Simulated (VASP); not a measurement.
# Cu (P6_3/mmc) in VASP: further runs

Runs on Cu. Level: r2SCAN. Tasks: single point.

Everything below comes from runs of VASP 6.6.1. Logs are shortened: lines on timing, memory, paths and dates and some standing lists are left out, and cuts for length are marked.

### 1 The cell of the first run

The structure is hexagonal, space group P6_3/mmc (No. 194). The conventional cell has a = 2.443 Å, b = 2.443 Å, c = 7.977 Å, α = 90.00°, β = 90.00°, γ = 120.00°. Cu (site symmetry -3m) has 12 Cu at 2.44 Å within 3.2 Å. Within 3.2 Å of Cu (site symmetry -6m2) lie 12 Cu at 2.44 Å.

This isn't the form of Cu at room conditions, which is fcc.

### 2 Single point, r2SCAN

The input, POSCAR:

```
Cu
1.0
    2.4434219150      0.0000000000      0.0000000000
   -1.2217109575      2.1160727391      0.0000000000
    0.0000000000      0.0000000000      7.9766995075
Cu
4
Direct
    0.0000000000      0.0000000000      0.0000000000
    0.3333333333      0.6666666667      0.2500000000
    0.0000000000      0.0000000000      0.5000000000
    0.6666666667      0.3333333333      0.7500000000
```

The input, INCAR.step1:

```
  ALGO = Normal
  EDIFF = 1E-4
  ENCUT = 520
  GGA = PE
  ISMEAR = 1
  LASPH = True
  LCHARG = False
  LREAL = False
  LWAVE = True
  NBANDS = 30
  NELM = 100
  PREC = Accurate
  SIGMA = 0.05
```

The input, INCAR.step2:

```
  ALGO = Normal
  EDIFF = 1E-6
  ENCUT = 520
  ISIF = 2
  ISMEAR = 1
  ISTART = 1
  LASPH = True
  LCHARG = False
  LMIXTAU = True
  LREAL = False
  LWAVE = False
  METAGGA = R2SCAN
  NBANDS = 30
  NELM = 100
  PREC = Accurate
  SIGMA = 0.05
```

The input, KPOINTS:

```
k-points
0
Gamma
  10 10 3
```

Potentials or basis: VASP PAW PBE potentials, release 64 (Cu).

The run is started by

```
$ cat potpaw_PBE.64/Cu/POTCAR > POTCAR
$ cp INCAR.step1 INCAR
$ mpirun -np 1 vasp_std > vasp.out
$ cp INCAR.step2 INCAR
$ mpirun -np 1 vasp_std > vasp.out
```

OUTCAR:

```text
EDIFF = 1E-6
   ENCUT = 520
   ISIF = 2
   ISMEAR = 1
   ISTART = 1
   LASPH = True
   LREAL = False
   METAGGA = R2SCAN
   NELM = 100
   PREC = Accurate

 ion  position               nearest neighbor table
   1  0.000  0.000  0.000-   2 2.44   4 2.44   4 2.44   2 2.44   4 2.44   2 2.44
   2  0.333  0.667  0.250-   1 2.44   3 2.44   1 2.44   3 2.44   1 2.44   3 2.44
   3  0.000  0.000  0.500-   2 2.44   4 2.44   4 2.44   2 2.44   4 2.44   2 2.44
   4  0.667  0.333  0.750-   1 2.44   3 2.44   1 2.44   3 2.44   1 2.44   3 2.44

  LATTYP: Found a hexagonal cell.
 ALAT       =     2.4434219150
 C/A-ratio  =     3.2645608434

  Lattice vectors:

 A1 = (   2.4434219150,   0.0000000000,   0.0000000000)
 A2 = (  -1.2217109575,   2.1160727391,   0.0000000000)
 A3 = (   0.0000000000,   0.0000000000,   7.9766995075)

Analysis of symmetry for initial positions (statically):
=====================================================================
 Subroutine PRICEL returns:
 Original cell was already a primitive cell.

 Routine SETGRP: Setting up the symmetry group for a
 hexagonal supercell.

 Subroutine GETGRP returns: Found 24 space group operations
 (whereof 12 operations were pure point group operations)
 out of a pool of 24 trial point group operations.

The static configuration has the point symmetry D_3d.
 The point group associated with its full space group is D_6h.

Analysis of symmetry for dynamics (positions and initial velocities):
=====================================================================
 Subroutine PRICEL returns:
 Original cell was already a primitive cell.

 Routine SETGRP: Setting up the symmetry group for a
 hexagonal supercell.

 Subroutine GETGRP returns: Found 24 space group operations
 (whereof 12 operations were pure point group operations)
 out of a pool of 24 trial point group operations.

The dynamic configuration has the point symmetry D_3d.
 The point group associated with its full space group is D_6h.

 Subroutine INISYM returns: Found 24 space group operations
 (whereof 12 operations are pure point group operations),
 and found     1 'primitive' translations

----------------------------------------------------------------------------------------

                                     Primitive cell

  volume of cell :      41.2432

  direct lattice vectors                    reciprocal lattice vectors
     2.443421915  0.000000000  0.000000000     0.409262106  0.236286773  0.000000000
    -1.221710958  2.116072739  0.000000000     0.000000000  0.472573547  0.000000000
     0.000000000  0.000000000  7.976699508     0.000000000  0.000000000  0.125365134

  length of vectors
     2.443421915  2.443428227  7.976699508     0.472574768  0.472573547  0.125365134

  position of ions in fractional coordinates (direct lattice)
     0.000000000  0.000000000  0.000000000
     0.333333333  0.666666667  0.250000000
     0.000000000  0.000000000  0.500000000
     0.666666667  0.333333333  0.750000000

  ion indices of the primitive-cell ions
   primitive index   ion index
                 1           1
                 2           2
                 3           3
                 4           4

----------------------------------------------------------------------------------------

 KPOINTS: k-points

Automatic generation of k-mesh.
 Grid dimensions read from file:
 generate k-points for:   10   10    3

 Generating k-lattice:

  Cartesian coordinates                     Fractional coordinates (reciprocal lattice)
     0.040926211  0.023628677  0.000000000     0.100000000  0.000000000  0.000000000
     0.000000000  0.047257355  0.000000000     0.000000000  0.100000000  0.000000000
     0.000000000  0.000000000  0.041788378     0.000000000  0.000000000  0.333333333

  Length of vectors
     0.047257477  0.047257355  0.041788378

  Shift w.r.t. Gamma in fractional coordinates (k-lattice)
     0.000000000  0.000000000  0.000000000

 Subroutine IBZKPT returns following result:
 ===========================================

 Found     28 irreducible k-points:

 Following reciprocal coordinates:
            Coordinates               Weight
  0.000000  0.000000  0.000000      1.000000
  0.100000 -0.000000  0.000000      6.000000
  0.200000 -0.000000  0.000000      6.000000
  0.300000 -0.000000  0.000000      6.000000
  0.400000 -0.000000  0.000000      6.000000
  0.500000 -0.000000  0.000000      3.000000
[... 16 lines left out ...]
  0.300000  0.100000  0.333333     24.000000
  0.400000  0.100000  0.333333     24.000000
 [... further k-points ...]
   k-points           NKPTS =     28   k-points in BZ     NKDIM =     28   number of bands    NBANDS=     30
   number of dos      NEDOS =    301   number of ions     NIONS =      4
   total plane-waves  NPLWV =  19440
   dimension x,y,z NGX =    18 NGY =   18 NGZ =   60
   dimension x,y,z NGXF=    36 NGYF=   36 NGZF=  120
   ions per type =               4
   NGX,Y,Z   is equivalent  to a cutoff of  12.25, 12.25, 12.50 a.u.
   NGXF,Y,Z  is equivalent  to a cutoff of  24.49, 24.49, 25.01 a.u.
 SYSTEM =  unknown system
   PREC   = accura    normal or accurate (medium, high low for compatibility)
   ISTART =      1    job   : 0-new  1-cont  2-samecut
   ICHARG =      0    charge: 1-file 2-atom 10-const
   ISPIN  =      1    spin polarized calculation?
   LNONCOLLINEAR =      F non collinear calculations
   LSORBIT =      F    spin-orbit coupling
   LASPH  =      T    aspherical Exc in radial PAW
   ENCUT  =  520.0 eV  38.22 Ry    6.18 a.u.   4.54  4.54 14.83*2*pi/ulx,y,z
   NELM   =    100;   NELMIN=  2; NELMDL=  0     # of ELM steps
   EDIFF  = 0.1E-05   stopping-criterion for ELM
   LREAL  =      F    real-space projection
   EDIFFG = 0.1E-04   stopping-criterion for IOM
   NSW    =      0    number of steps for IOM
   IBRION =     -1    ionic relax: 0-MD 1-quasi-New 2-CG
   NFREE  =      0    steps in history (QN), initial steepest desc. (CG)
   ISIF   =      2    stress and relaxation
   ISYM   =      2    0-nonsym 1-usesym 2-fastsym
   POTIM  = 0.5000    time-step for ionic-motion
   TEBEG  =    0.0;   TEEND  =   0.0 temperature during run
   PSTRESS=    0.0 pullay stress
   NELECT =      44.0000    total number of electrons
   NUPDOWN=      -1.0000    fix difference up-down
   EMIN   =  10.00;   EMAX   =-10.00  energy-range for DOS
   EFERMI =   0.00;   METHOD = LEGACY
   ISMEAR =     1;   SIGMA  =   0.05  broadening in eV -4-tet -1-fermi 0-gaus
   EFERMI_NEDOS =   21; number of points for ismear=-14 and -15
   IALGO  =     38    algorithm
   IMIX   =      4    mixing-type and parameters
     AMIX     =   0.40;   BMIX     =  1.00
     AMIX_MAG =   1.60;   BMIX_MAG =  1.00
  volume/ion in A,a.u.               =      10.31        69.58
  Fermi-wavevector in a.u.,A,eV,Ry     =   1.672791  3.161116 38.072217  2.798229
  Thomas-Fermi vector in A             =   2.757876
   LORBIT       =      0    0 simple, 1 ext, 2 COOP (PROOUT), +10 PAW based schemes
   METAGGA = R2SCAN    functional components
   LHFCALC =     F    Hartree Fock is set to
   AEXX    =    0.0000 exact exchange contribution
   IVDW    =     0    specifies the selected vdW correction
   LEPSILON=     F    determine dielectric tensor
   LRPA    =     F    only Hartree local field effects (RPA)
 non-spin polarized calculation
 Methfessel and Paxton  Order N= 1 SIGMA  =   0.05
  energy-cutoff  :      520.00
  volume of cell :       41.24
 maximum number of plane-waves:      1133
   NGX =  9   NGY =  9   NGZ = 29

 number of electron      44.0000058 magnetization

 Free energy of the ion-electron system (eV)
  ---------------------------------------------------
  ext. energy  EPLUGINS =         0.00000000
  ---------------------------------------------------
  free energy    TOTEN  =       -42.94999030 eV

  energy without entropy =      -42.95019975  energy(sigma->0) =      -42.95006012

 E-fermi :   9.1838     XC(G=0): -14.6822

 val. band max:        9.1589744935   @ k =   0.1000  -0.0000   0.0000
 cond. band min:       9.2474155718   @ k =   0.4000   0.1000   0.3333
 fundamental gap:      0.0884410783
 Fermi energy:         9.1837849687

 k-point     1 :       0.0000    0.0000    0.0000
  band No.  band energies     occupation
      1      -1.5984      2.00000
      2       0.7994      2.00000
      3       0.8220      2.00000
      4       3.1071      2.00000
      5       5.2604      2.00000
      6       5.2691      2.00000
[... 22 lines left out ...]
     29      32.9661      0.00000
     30      33.7872      0.00000

 k-point     2 :       0.1000   -0.0000    0.0000
  band No.  band energies     occupation
      1      -1.2293      2.00000
      2       1.1222      2.00000
      3       1.1438      2.00000
      4       3.3234      2.00000
      5       5.0890      2.00000
      6       5.1684      2.00000
[... 22 lines left out ...]
     29      30.6712      0.00000
     30      30.6771      0.00000

 k-point     3 :       0.2000   -0.0000    0.0000
  band No.  band energies     occupation
      1      -0.1658      2.00000
      2       1.9834      2.00000
      3       2.0013      2.00000
      4       3.8207      2.00000
      5       4.8139      2.00000
      6       4.9226      2.00000
[... 22 lines left out ...]
     29      25.8777      0.00000
     30      26.0602      0.00000

 k-point     4 :       0.3000   -0.0000    0.0000
  band No.  band energies     occupation
      1       1.4032      2.00000
      2       2.9000      2.00000
      3       2.9168      2.00000
      4       4.0390      2.00000
      5       4.4852      2.00000
      6       4.6732      2.00000
[... 22 lines left out ...]
     29      25.6897      0.00000
     30      25.8843      0.00000

 k-point     5 :       0.4000   -0.0000    0.0000
  band No.  band energies     occupation
      1       2.8335      2.00000
      2       3.2090      2.00000
      3       3.3464      2.00000
      4       3.8886      2.00000
      5       4.2820      2.00000
      6       4.4255      2.00000
[... 22 lines left out ...]
     29      23.1899      0.00000
     30      23.8722      0.00000
[... 526 lines left out ...]
     29      27.2638      0.00000
     30      27.5880      0.00000

 k-point    22 :       0.2000    0.1000    0.3333
  band No.  band energies     occupation
      1       1.0606      2.00000
      2       1.7274      2.00000
      3       3.5985      2.00000
      4       4.0972      2.00000
      5       4.5066      2.00000
      6       4.5805      2.00000
[... 22 lines left out ...]
     29      24.5069      0.00000
     30      25.0957      0.00000

 k-point    23 :       0.3000    0.1000    0.3333
  band No.  band energies     occupation
      1       2.5596      2.00000
      2       2.8974      2.00000
      3       3.6962      2.00000
      4       4.0375      2.00000
      5       4.2206      2.00000
      6       4.3888      2.00000
[... 22 lines left out ...]
     29      22.7433      0.00000
     30      22.9666      0.00000

 k-point    24 :       0.4000    0.1000    0.3333
  band No.  band energies     occupation
      1       3.3347      2.00000
      2       3.4574      2.00000
      3       3.6111      2.00000
      4       3.8340      2.00000
      5       4.0948      2.00000
      6       4.2123      2.00000
[... 22 lines left out ...]
     29      21.6993      0.00000
     30      22.3718      0.00000

 [... further k-points ...]

------------------------ aborting loop because EDIFF is reached ----------------------------------------

  FORCE on cell =-STRESS in cart. coord.  units (eV):
  Direction    XX          YY          ZZ          XY          YZ          ZX
  --------------------------------------------------------------------------------------
  -------------------------------------------------------------------------------------
  Total        5.8796405      5.8796810      6.0409097      0.0000000     -0.0000000      0.0000000
  in kB      228.4068188    228.4083922    234.6716560      0.0000000     -0.0000000      0.0000000
  external PRESSURE =     230.4956223 kB  Pullay stress =       0.0000000 kB

 VOLUME and BASIS-vectors are now :
 -----------------------------------------------------------------------------
  energy-cutoff  :      520.00
  volume of cell :       41.24
      direct lattice vectors                 reciprocal lattice vectors
     2.443421915  0.000000000  0.000000000     0.409262106  0.236286773  0.000000000
    -1.221710958  2.116072739  0.000000000     0.000000000  0.472573547  0.000000000
     0.000000000  0.000000000  7.976699508     0.000000000  0.000000000  0.125365134

 POSITION                                       TOTAL-FORCE (eV/Angst)
 -----------------------------------------------------------------------------------
      0.00000      0.00000      0.00000        -0.000000      0.000000      0.000000
     -0.00000      1.41072      1.99417        -0.000000     -0.000000      0.000000
      0.00000      0.00000      3.98835        -0.000000      0.000000      0.000000
      1.22171      0.70536      5.98252         0.000000      0.000000     -0.000000
 -----------------------------------------------------------------------------------
    total drift:                                0.000000     -0.000000      0.000000

  FREE ENERGIE OF THE ION-ELECTRON SYSTEM (eV)
  ---------------------------------------------------
  free  energy   TOTEN  =       -42.9499903019 eV

  energy  without entropy=      -42.9501997527  energy(sigma->0) =      -42.95006012
```

Wall time 65 s (1 thread of Intel Xeon 6975P-C (Granite Rapids), shared host); peak memory 0.16 GiB.

Results:

```yaml
Free_energy: -42.9500 eV
Pressure: 23.0 GPa
Band_gap_on_the_k_mesh: zero (bands 22 and 23 overlap by 5.42 eV)
```

Caveat: the cell stands under pressure; the PAW data sets were made with another functional, which shifts forces and pressure a little.

(Continued in part 2 of 2.)

The gap in the log of VASP goes by the Fermi energy; the results here count the filled bands.